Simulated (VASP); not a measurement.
# VO2 (P4_2/mnm) in VASP: further runs, part 2 of 2

VASP 6.6.1.

### 4 Single point, PBE, collinear spin, ferromagnetic start (z stretched by +3 %, then relaxed in part)

The input, INCAR:

```
SYSTEM = VO2
PREC = Accurate ; ENCUT = 600
EDIFF = 1E-6 ; ISMEAR = -1
SIGMA = 0.05 ; LREAL = .False.
LASPH = .True. ; NELM = 200
ALGO = Normal ; ISIF = 2
LWAVE = .False. ; LCHARG = .False.
ISPIN = 2 ; MAGMOM = 1 1 0 0 0 0
LORBIT = 11 ; LMAXMIX = 4
GGA = PE ; NBANDS = 38
GGA_COMPAT = .False. ; KPAR = 4
```

The input, KPOINTS:

```
Automatic mesh
0
Gamma
  10 10 16
  0 0 0
```

The input, POSCAR:

```
VO2
1.0
    4.5546000000      0.0000000000      0.0000000000
    0.0000000000      4.5546000000      0.0000000000
    0.0000000000      0.0000000000      2.9383840000
V O
2 4
Direct
    0.0000000000      0.0000000000      0.0000000000
    0.5000000000      0.5000000000      0.5000000000
    0.3015669844      0.3015669844      0.0000000000
    0.1984330156      0.8015669844      0.5000000000
    0.6984330156      0.6984330156      0.0000000000
    0.8015669844      0.1984330156      0.5000000000
```

Potentials or basis: VASP PAW PBE potentials, release 64 (V_sv, O).

Run with:

```sh
$ cat potpaw_PBE.64/V_sv/POTCAR potpaw_PBE.64/O/POTCAR > POTCAR
$ mpirun -np 4 vasp_std > vasp.out
```

OUTCAR:

```text
SYSTEM = VO2
   PREC = Accurate
   ENCUT = 600
   EDIFF = 1E-6
   ISMEAR = -1
   LREAL = .False.
   LASPH = .True.
   NELM = 200
   ISIF = 2
   ISPIN = 2
   LORBIT = 11
   GGA = PE

 ion  position               nearest neighbor table
   1  0.000  0.000  0.000-   3 1.94   5 1.94   4 1.95   6 1.95   4 1.95   6 1.95
   2  0.500  0.500  0.500-   4 1.94   6 1.94   5 1.95   3 1.95   3 1.95   5 1.95
   3  0.302  0.302  0.000-   1 1.94   2 1.95   2 1.95
   4  0.198  0.802  0.500-   2 1.94   1 1.95   1 1.95
   5  0.698  0.698  0.000-   1 1.94   2 1.95   2 1.95
   6  0.802  0.198  0.500-   2 1.94   1 1.95   1 1.95

  LATTYP: Found a simple tetragonal cell.
 ALAT       =     4.5546000000
 C/A-ratio  =     0.6451464454

  Lattice vectors:

 A1 = (   4.5546000000,   0.0000000000,   0.0000000000)
 A2 = (   0.0000000000,   4.5546000000,   0.0000000000)
 A3 = (   0.0000000000,   0.0000000000,   2.9383840000)

Analysis of symmetry for initial positions (statically):
=====================================================================
 Subroutine PRICEL returns:
 Original cell was already a primitive cell.

 Routine SETGRP: Setting up the symmetry group for a
 simple tetragonal supercell.
[... 2134 lines left out ...]
  Total       -0.5740804     -0.5740804     -4.4597360      0.0000000      0.0000000      0.0000000
  in kB      -15.0894808    -15.0894808   -117.2224254      0.0000000      0.0000000      0.0000000
  external PRESSURE =     -49.1337957 kB  Pullay stress =       0.0000000 kB

 VOLUME and BASIS-vectors are now :
 -----------------------------------------------------------------------------
  energy-cutoff  :      600.00
  volume of cell :       60.95
      direct lattice vectors                 reciprocal lattice vectors
     4.554600000  0.000000000  0.000000000     0.219558249  0.000000000  0.000000000
     0.000000000  4.554600000  0.000000000     0.000000000  0.219558249  0.000000000
     0.000000000  0.000000000  2.938384000     0.000000000  0.000000000  0.340323116

 POSITION                                       TOTAL-FORCE (eV/Angst)
 -----------------------------------------------------------------------------------
      0.00000      0.00000      0.00000         0.000000      0.000000     -0.000000
      2.27730      2.27730      1.46919         0.000000      0.000000     -0.000000
      1.37352      1.37352      0.00000        -0.013082     -0.013082      0.000000
      0.90378      3.65082      1.46919         0.013082     -0.013082     -0.000000
      3.18108      3.18108      0.00000         0.013082      0.013082     -0.000000
      3.65082      0.90378      1.46919        -0.013082      0.013082     -0.000000
 -----------------------------------------------------------------------------------
    total drift:                               -0.000000      0.000000     -0.000000

  FREE ENERGIE OF THE ION-ELECTRON SYSTEM (eV)
  ---------------------------------------------------
  free  energy   TOTEN  =       -51.9117682028 eV

  energy  without entropy=      -51.8821963561  energy(sigma->0) =      -51.89698228

 total charge

# of ion       s       p       d       tot
------------------------------------------
    1        2.273   6.312   2.860  11.445
    2        2.273   6.312   2.860  11.445
    3        1.568   3.464   0.000   5.032
    4        1.568   3.464   0.000   5.032
    5        1.568   3.464   0.000   5.032
    6        1.568   3.464   0.000   5.032
--------------------------------------------------
tot         10.816  26.481   5.720  43.017

 magnetization (x)

# of ion       s       p       d       tot
------------------------------------------
    1        0.014   0.012   1.042   1.068
    2        0.014   0.012   1.042   1.068
    3       -0.002  -0.060   0.000  -0.062
    4       -0.002  -0.060   0.000  -0.062
    5       -0.002  -0.060   0.000  -0.062
    6       -0.002  -0.060   0.000  -0.062
--------------------------------------------------
tot          0.020  -0.215   2.084   1.889
```

OSZICAR:

```text
N       E                     dE             d eps       ncg     rms          rms(c)
DAV:   1     0.659440160580E+03    0.65944E+03   -0.29352E+04 28768   0.160E+03
DAV:   2    -0.168525294872E+02   -0.67629E+03   -0.63033E+03 30336   0.482E+02
DAV:   3    -0.683730931843E+02   -0.51521E+02   -0.50755E+02 32462   0.143E+02
DAV:   4    -0.690713172784E+02   -0.69822E+00   -0.69716E+00 32116   0.179E+01
DAV:   5    -0.690771384598E+02   -0.58212E-02   -0.58204E-02 31878   0.173E+00    0.452E+01
DAV:   6    -0.565952786318E+02    0.12482E+02   -0.59646E+01 33410   0.728E+01    0.275E+01
DAV:   7    -0.545753608305E+02    0.20199E+01   -0.44658E+01 29218   0.651E+01    0.219E+01
DAV:   8    -0.523121285881E+02    0.22632E+01   -0.33239E+00 30792   0.169E+01    0.750E+00
DAV:   9    -0.519098085180E+02    0.40232E+00   -0.64935E-01 36632   0.818E+00    0.165E+00
DAV:  10    -0.519127359986E+02   -0.29275E-02   -0.11273E-01 31596   0.252E+00    0.173E+00
DAV:  11    -0.519154574291E+02   -0.27214E-02   -0.17444E-02 32196   0.135E+00    0.750E-01
DAV:  12    -0.519119662620E+02    0.34912E-02   -0.19389E-02 33168   0.115E+00    0.177E-01
DAV:  13    -0.519120111685E+02   -0.44907E-04   -0.75323E-04 32294   0.242E-01    0.146E-01
DAV:  14    -0.519117649742E+02    0.24619E-03   -0.36702E-04 31356   0.227E-01    0.416E-02
DAV:  15    -0.519117722971E+02   -0.73229E-05   -0.53632E-05 31820   0.673E-02    0.348E-02
DAV:  16    -0.519117689402E+02    0.33569E-05   -0.89865E-06 31112   0.306E-02    0.155E-02
DAV:  17    -0.519117682028E+02    0.73740E-06   -0.14122E-06 20182   0.998E-03
   1 F= -.51911768E+02 E0= -.51896982E+02  d E =-.295718E-01  mag=     1.9999
```

Wall time 1.7 min (4 MPI ranks of Intel Xeon 6975P-C (Granite Rapids), shared host); peak memory 0.74 GiB.

Results:

```
Free energy                                           : -51.9118 eV
Pressure                                              : -4.9 GPa
Largest force                                         : 0.019 eV/Å
Band gap on the k mesh                                : zero (filled and empty bands overlap)
Net moment                                            : 2.00 μB per cell
Site moments                                          : V +1.07; O -0.06 μB
Valence electrons inside the program's atomic spheres : V 11.45; O 5.03
```

Forces on the atoms (eV/Å):
```
V    0.000  0.000  0.000
V    0.000  0.000  0.000
O   -0.013 -0.013  0.000
O    0.013 -0.013  0.000
O    0.013  0.013  0.000
O   -0.013  0.013  0.000
```

Caveat: the cell differs from its parent crystal (z stretched by +3 %, then relaxed in part); the cell stands under tension; semilocal functionals often make such compounds metallic where correlation or magnetic order opens a gap, which also shifts bond lengths.

### 5 The runs side by side

```csv
cell,gap on the mesh (eV),pressure (GPa),moment (μB),largest force (eV/Å)
"a = 4.555, b = 4.555, c = 2.796 Å, 6 atoms, atomic positions A",none,7.6,1.99,0.03
"a = 4.585, b = 4.585, c = 2.872 Å, 6 atoms, atomic positions B",none,-2.4,2.00,0.03
"a = 4.555, b = 4.555, c = 2.938 Å, 6 atoms, atomic positions B",none,-4.9,2.00,0.02
```

Alike in all rows: task single point; level PBE; potentials or basis VASP PAW PBE potentials, release 64 (V_sv, O); spin collinear, ferromagnetic start; k mesh 10 × 10 × 16; cutoff (eV) 600; smearing fermi-dirac 0.05 eV.

Caveats: semilocal functionals often make such compounds metallic where correlation or magnetic order opens a gap, which also shifts bond lengths; the cell stands under pressure (at least some runs); the cell stands under tension (at least some runs).

Absolute energies hang on the potentials; compare differences alone.
